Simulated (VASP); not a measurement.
# Al33N32 (a cell with a defect) in VASP: further runs

Runs on Al33N32 (a cell with a defect). Level: PBEsol. Tasks: single point.

All numbers are computed with VASP 6.6.1; they aren't measurements. Logs are shortened: lines on timing, memory, paths and dates and some standing lists are left out, and cuts for length are marked.

## (1) The cell of the first run

The cell holds a defect, 65 atoms: a = 8.755 Å, b = 8.755 Å, c = 8.755 Å, α = 90.00°, β = 90.00°, γ = 90.00°.

## (2) Single point, PBEsol, collinear spin

The input, INCAR:

```
SYSTEM = Al33N32
PREC     = Accurate       ! precision mode
ENCUT    = 520            ! plane-wave cutoff, eV
EDIFF    = 1E-6           ! SCF threshold, eV
ISMEAR   = -1             ! smearing method
SIGMA    = 0.05           ! smearing width, eV
LREAL    = Auto         
LASPH    = .True.         ! aspherical terms in the spheres
NELM     = 200            ! most SCF steps
ALGO     = Normal         ! electronic algorithm
ISIF     = 2              ! what is computed and relaxed
LWAVE    = .False.        ! write WAVECAR
LCHARG   = .False.        ! write CHGCAR
ISPIN    = 2              ! spin polarisation
MAGMOM   = 0 0 0 0 0 0 0 0.077 0.077 0 0 0 0 0 0 0 0.077 0 0 0 0 0 0 0.077 0.077 0 0 0 0 0 0 0.077 0.077 0 0 0 0 0 0 0.077 0 0 0 0 0 0 0 0 0 0 0.077 0 0 0 0.077 0 0 0 0 0 0.077 0 0.077 0 0.077 ! initial moments
LORBIT   = 11             ! projections on sites
GGA      = PS             ! functional
NBANDS   = 172            ! bands
ISYM     = -1           
GGA_COMPAT= .False.
```

The input, KPOINTS:

```
explicit points
1
Reciprocal
  0.25000000   0.25000000   0.25000000 1
```

The input, POSCAR:

```
Al33N32
1.0
    8.7554440000      0.0000000000      0.0000000000
    0.0000000000      8.7554440000      0.0000000000
    0.0000000000      0.0000000000      8.7554440000
Al N
33 32
Direct
    0.0020600000      0.0021900000      0.9987820000
    0.0015010000      0.0016300000      0.4992640000
    0.9999780000      0.5000680000      0.0003110000
    0.0061640000      0.5027070000      0.4997060000
    0.4999430000      0.0000800000      0.0002760000
    0.5025820000      0.0062840000      0.4997140000
    0.5027000000      0.5028310000      0.0078750000
    0.4714590000      0.4715800000      0.4097490000
    0.5556870000      0.5558130000      0.6432420000
    0.2503900000      0.2505200000      0.9994450000
    0.2507530000      0.2508820000      0.4983580000
    0.2481230000      0.7556070000      0.0060050000
    0.2490290000      0.7512360000      0.4978700000
    0.7554670000      0.2482660000      0.0060080000
    0.7511000000      0.2491620000      0.4978710000
    0.7506960000      0.7508340000      0.0015100000
    0.7576090000      0.7577330000      0.4793280000
    0.2501250000      0.0011520000      0.2500440000
    0.2486690000      0.0057130000      0.7491390000
    0.2296190000      0.5002940000      0.2347940000
    0.2505810000      0.5069860000      0.7517030000
    0.7553080000      0.0060940000      0.2459770000
    0.7518890000      0.0014100000      0.7497260000
    0.7474640000      0.5071650000      0.2652350000
    0.7743180000      0.4811540000      0.7713300000
    0.0010190000      0.2502560000      0.2500490000
    0.0055830000      0.2487830000      0.7491380000
    0.0059800000      0.7554520000      0.2459640000
    0.0012840000      0.7520360000      0.7497220000
    0.5001690000      0.2297240000      0.2347800000
    0.5068470000      0.2507210000      0.7517100000
    0.5070200000      0.7476220000      0.2652050000
    0.4809840000      0.7743600000      0.7713410000
    0.1265490000      0.1266820000      0.1239750000
    0.1279940000      0.1281140000      0.6236270000
    0.1177580000      0.6300540000      0.1149980000
    0.1276330000      0.6281210000      0.6273550000
    0.6299260000      0.1178580000      0.1149820000
    0.6279800000      0.1277670000      0.6273580000
    0.6279150000      0.6280640000      0.1271270000
    0.3742830000      0.3744100000      0.1290510000
    0.3908640000      0.3910090000      0.6176330000
    0.3777590000      0.8780500000      0.1278240000
    0.3719620000      0.8846960000      0.6228510000
    0.8779110000      0.3778940000      0.1278340000
    0.8845760000      0.3720780000      0.6228380000
    0.8780260000      0.8781560000      0.1228550000
    0.8740370000      0.8741620000      0.6239130000
    0.3736840000      0.1269560000      0.3747140000
    0.3763310000      0.1286410000      0.8733260000
    0.3431130000      0.6287480000      0.3511620000
    0.3698840000      0.6262460000      0.8878600000
    0.8801390000      0.1260830000      0.3751860000
    0.8787460000      0.1273980000      0.8735130000
    0.8955610000      0.6288560000      0.3707520000
    0.8808980000      0.6281480000      0.8781960000
    0.1268250000      0.3738020000      0.3747110000
    0.1285060000      0.3764560000      0.8733270000
    0.1259580000      0.8802800000      0.3751860000
    0.1272690000      0.8788900000      0.8735060000
    0.6286180000      0.3432190000      0.3511360000
    0.6261210000      0.3700300000      0.8878660000
    0.6287170000      0.8956630000      0.3707710000
    0.6279990000      0.8809880000      0.8781670000
    0.6132290000      0.6132940000      0.4555720000
```

Potentials or basis: VASP PAW PBE potentials, release 64 (Al, N).

The run is started by

```
$ cat potpaw_PBE.64/Al/POTCAR potpaw_PBE.64/N/POTCAR > POTCAR
$ mpirun -np 1 vasp_std > vasp.out
```

OUTCAR:

```text
SYSTEM = Al33N32
   PREC = Accurate
   ENCUT = 520
   EDIFF = 1E-6
   ISMEAR = -1
   LREAL = Auto
   LASPH = .True.
   NELM = 200
   ISIF = 2
   ISPIN = 2
   LORBIT = 11
   GGA = PS
   ISYM = -1

 ion  position               nearest neighbor table
   1  0.002  0.002  0.999-  47 1.88  60 1.89  54 1.89  34 1.89  12 3.05  14 3.05  28 3.06  22 3.06
                            27 3.07  19 3.07  10 3.07  29 3.09  23 3.09  18 3.09  26 3.09  16 3.11
   2  0.002  0.002  0.499-  59 1.87  53 1.87  35 1.91  48 1.92  17 3.02  27 3.08  19 3.08  26 3.08
                            18 3.08  13 3.08  15 3.08  11 3.09  28 3.09  22 3.09  29 3.10  23 3.10
   3  1.000  0.500  0.000-  36 1.83  56 1.87  45 1.88  58 1.92  25 2.82  20 2.87  14 3.07  21 3.09
                            26 3.09  10 3.10  16 3.10  28 3.10  27 3.11  29 3.11  12 3.12  24 3.20
   4  0.006  0.503  0.500-  55 1.85  37 1.89  57 1.89  46 1.90  20 3.03  13 3.04  24 3.06  11 3.07
                            21 3.07  29 3.09  26 3.11  27 3.12  17 3.12  25 3.13  28 3.14  15 3.15
   5  0.500  0.000  0.000-  38 1.83  64 1.87  43 1.88  50 1.92  33 2.82  30 2.87  12 3.07  31 3.09
                            18 3.09  10 3.10  16 3.10  22 3.10  19 3.11  23 3.11  14 3.12  32 3.20
   6  0.503  0.006  0.500-  63 1.85  39 1.89  49 1.89  44 1.90  30 3.03  15 3.04  32 3.06  11 3.07
                            31 3.07  23 3.09  18 3.11  19 3.12  17 3.12  33 3.13  22 3.14  13 3.15
   7  0.503  0.503  0.008-  40 1.87  62 1.90  52 1.90  41 1.91  16 3.07  20 3.11  30 3.11  32 3.11
                            24 3.11  10 3.12  14 3.14  12 3.14  31 3.15  21 3.15  33 3.16  25 3.16
   8  0.471  0.472  0.410-  65 1.80  51 1.85  61 1.85  42 2.08   9 2.30  20 2.63  30 2.63  24 2.75
                            32 2.75  11 2.84  15 3.22  13 3.22
   9  0.556  0.556  0.643-  65 1.79  42 2.05   8 2.30  33 2.31  25 2.31  31 2.87  21 2.87  17 2.88
                             7 3.26
  10  0.250  0.251  0.999-  34 1.88  58 1.89  50 1.89  41 1.91  30 3.01  20 3.01  19 3.07  27 3.07
                             1 3.07   3 3.10  18 3.10  26 3.10   5 3.10  31 3.12  21 3.12   7 3.12
  11  0.251  0.251  0.498-  57 1.87  49 1.87  35 1.87  42 2.03   8 2.84  19 3.07  27 3.07   4 3.07
                             6 3.07  26 3.08  18 3.08   2 3.09  31 3.15  21 3.15  20 3.18  30 3.18
  12  0.248  0.756  0.006-  36 1.85  52 1.87  43 1.89  60 1.91  33 2.90  28 2.98  20 3.01  18 3.03
                             1 3.05   5 3.07  21 3.11  29 3.12   3 3.12  19 3.14   7 3.14  32 3.21
  13  0.249  0.751  0.498-  51 1.87  37 1.89  59 1.90  44 1.93  32 3.04   4 3.04  28 3.06  18 3.08
                             2 3.08  21 3.08  29 3.09  19 3.13  33 3.15   6 3.15  20 3.19   8 3.22
  14  0.755  0.248  0.006-  38 1.85  62 1.87  45 1.89  54 1.91  25 2.90  22 2.98  30 3.01  26 3.03
                             1 3.05   3 3.07  31 3.11  23 3.12   5 3.12  27 3.14   7 3.14  24 3.21
  15  0.751  0.249  0.498-  61 1.87  39 1.89  53 1.90  46 1.93  24 3.04   6 3.04  22 3.07  26 3.08
                             2 3.08  31 3.08  23 3.09  27 3.13  25 3.15   4 3.15  30 3.19   8 3.22
  16  0.751  0.751  0.002-  40 1.88  47 1.90  64 1.90  56 1.90   7 3.07  22 3.09  28 3.09   5 3.10
                             3 3.10  23 3.11  29 3.11  25 3.11  33 3.11   1 3.11  32 3.14  24 3.14
  17  0.758  0.758  0.479-  65 1.80  63 1.91  55 1.91  48 1.92   9 2.88  24 2.89  32 2.89  22 2.98
                            28 2.98   2 3.02   6 3.12   4 3.12  29 3.19  23 3.19
  18  0.250  0.001  0.250-  59 1.87  43 1.89  49 1.89  34 1.90  30 2.97  12 3.03  28 3.03  13 3.08
                             2 3.08  11 3.08  26 3.08   1 3.09   5 3.09  10 3.10   6 3.11  32 3.16
  19  0.249  0.006  0.749-  35 1.86  44 1.87  60 1.88  50 1.89  33 2.88  27 3.01  10 3.07  11 3.07
[... 452 lines left out ...]
      4      -8.2034      1.00000
      5      -7.7700      1.00000
      6      -7.7165      1.00000
[... 133 lines left out ...]
    140      11.5969      0.00000
    141      11.7882      0.00000
 [bands above 141 left out]

------------------------ aborting loop because EDIFF is reached ----------------------------------------

  FORCE on cell =-STRESS in cart. coord.  units (eV):
  Direction    XX          YY          ZZ          XY          YZ          ZX
  --------------------------------------------------------------------------------------
  -------------------------------------------------------------------------------------
  Total       26.1073259     26.1093314     24.9054617     -4.9991193      1.3154077      1.3089520
  in kB       62.3215791     62.3263664     59.4525730    -11.9335474      3.1400491      3.1246385
  external PRESSURE =      61.3668395 kB  Pullay stress =       0.0000000 kB

 VOLUME and BASIS-vectors are now :
 -----------------------------------------------------------------------------
  energy-cutoff  :      520.00
  volume of cell :      671.17
      direct lattice vectors                 reciprocal lattice vectors
     8.755444000  0.000000000  0.000000000     0.114214653  0.000000000  0.000000000
     0.000000000  8.755444000  0.000000000     0.000000000  0.114214653  0.000000000
     0.000000000  0.000000000  8.755444000     0.000000000  0.000000000  0.114214653

 POSITION                                       TOTAL-FORCE (eV/Angst)
 -----------------------------------------------------------------------------------
      0.01804      0.01917      8.74478        -0.000781      0.001715     -0.010049
      0.01314      0.01427      4.37128        -0.006587     -0.006548      0.007859
      8.75525      4.37832      0.00272        -0.004228     -0.005561      0.000398
      0.05397      4.40142      4.37515         0.005748     -0.005704      0.008524
      4.37722      0.00070      0.00242        -0.004454     -0.002264      0.002506
      4.40033      0.05502      4.37522        -0.007483      0.006547      0.009079
[... 57 lines left out ...]
      5.49841      7.71344      7.68874         0.012595     -0.007224     -0.001915
      5.36909      5.36966      3.98874         0.006047      0.006109     -0.012718
 -----------------------------------------------------------------------------------
    total drift:                                0.016136      0.009368     -0.001414

  FREE ENERGIE OF THE ION-ELECTRON SYSTEM (eV)
  ---------------------------------------------------
  free  energy   TOTEN  =      -493.1654562207 eV

  energy  without entropy=     -493.1597599747  energy(sigma->0) =     -493.16260810

 total charge

# of ion       s       p       d       tot
------------------------------------------
    1        0.372   0.453   0.000   0.825
    2        0.370   0.448   0.000   0.818
    3        0.376   0.466   0.000   0.842
    4        0.370   0.451   0.000   0.820
    5        0.376   0.466   0.000   0.842
    6        0.370   0.451   0.000   0.820
[... 57 lines left out ...]
   64        1.222   2.638   0.000   3.860
   65        1.254   2.652   0.000   3.906
--------------------------------------------------
tot         51.510  99.040   0.000 150.550

 magnetization (x)

# of ion       s       p       d       tot
------------------------------------------
    1       -0.000   0.000   0.000   0.000
    2       -0.000   0.000   0.000   0.000
    3        0.000   0.000   0.000   0.000
    4        0.000   0.001   0.000   0.001
    5        0.000   0.000   0.000   0.000
    6        0.000   0.001   0.000   0.001
[... 57 lines left out ...]
   64        0.000   0.001   0.000   0.001
   65        0.002   0.080   0.000   0.082
--------------------------------------------------
tot          0.060   0.365   0.000   0.424
```

Wall time 5.6 min (1 thread of AMD EPYC 9R45 (Zen 5), shared host); peak memory 0.97 GiB.

Results:

| Item | Value |
| --- | --- |
| Free energy | -493.1655 eV |
| Pressure | 6.1 GPa |
| Largest force | 0.053 eV/Å |
| Net moment | 0.98 μB per cell |
| Site moments | Al +0.00, -0.00, +0.09, +0.04 (each value once); N -0.00, +0.01, +0.00, +0.03, +0.08 (each value once) μB |
| Valence electrons inside the program's atomic spheres | Al 0.82, 0.84, 0.81, 0.87, 0.97, 0.80, 0.83, 0.86, 0.76 (each value once); N 3.84, 3.86, 3.91, 3.85, 3.82, 3.75, 3.83, 3.88, 3.87 (each value once) |

Forces in eV/Å, atoms in the order of the input:
```
Al  -0.001  0.002 -0.010
Al  -0.007 -0.007  0.008
Al  -0.004 -0.006  0.000
Al   0.006 -0.006  0.009
Al  -0.004 -0.002  0.003
Al  -0.007  0.007  0.009
Al   0.006  0.005 -0.012
Al  -0.036 -0.036  0.001
Al  -0.019 -0.024  0.030
Al   0.002  0.002 -0.008
Al   0.007  0.007  0.000
Al  -0.005  0.005  0.006
Al  -0.010  0.003 -0.001
Al   0.006 -0.007  0.007
Al   0.004 -0.012 -0.002
Al  -0.002 -0.002 -0.016
Al   0.038  0.037 -0.005
Al   0.007 -0.008  0.004
Al  -0.004 -0.001  0.007
Al  -0.010 -0.014 -0.006
Al   0.018 -0.001  0.000
Al   0.006  0.011 -0.015
Al   0.003 -0.013  0.005
Al   0.003  0.000 -0.017
Al   0.014 -0.019  0.019
Al  -0.009  0.006  0.002
Al  -0.001 -0.004  0.009
Al   0.011  0.005 -0.014
Al  -0.013  0.003  0.006
Al  -0.014 -0.007 -0.007
Al   0.001  0.018  0.001
Al   0.000  0.000 -0.017
Al  -0.016  0.025  0.017
N    0.000  0.000 -0.002
N   -0.003 -0.002  0.010
N   -0.003  0.006 -0.008
N    0.000 -0.002 -0.004
N    0.006 -0.003 -0.008
N   -0.001  0.001 -0.004
N    0.001  0.000  0.003
N   -0.010 -0.011  0.000
N    0.004  0.002 -0.016
N    0.004 -0.005  0.014
N    0.009  0.001 -0.007
N   -0.005  0.004  0.014
N    0.001  0.010 -0.007
N    0.009  0.009  0.011
N   -0.009 -0.007 -0.013
N    0.004 -0.007 -0.001
N   -0.013 -0.001  0.010
N   -0.003  0.021  0.004
N    0.010 -0.011 -0.010
N    0.000  0.006  0.000
N    0.007  0.002  0.000
N   -0.004  0.001  0.009
N   -0.008  0.013 -0.002
N   -0.005  0.006  0.000
N    0.000 -0.012  0.009
N    0.006 -0.001 -0.001
N    0.002  0.006  0.001
N    0.021 -0.003  0.006
N   -0.009  0.013 -0.015
N    0.002 -0.003  0.008
N    0.013 -0.007 -0.002
N    0.006  0.006 -0.013
```

Caveat: the PAW data sets were made with another functional, which shifts forces and pressure a little.

(Part 1 of 2 ends here.)
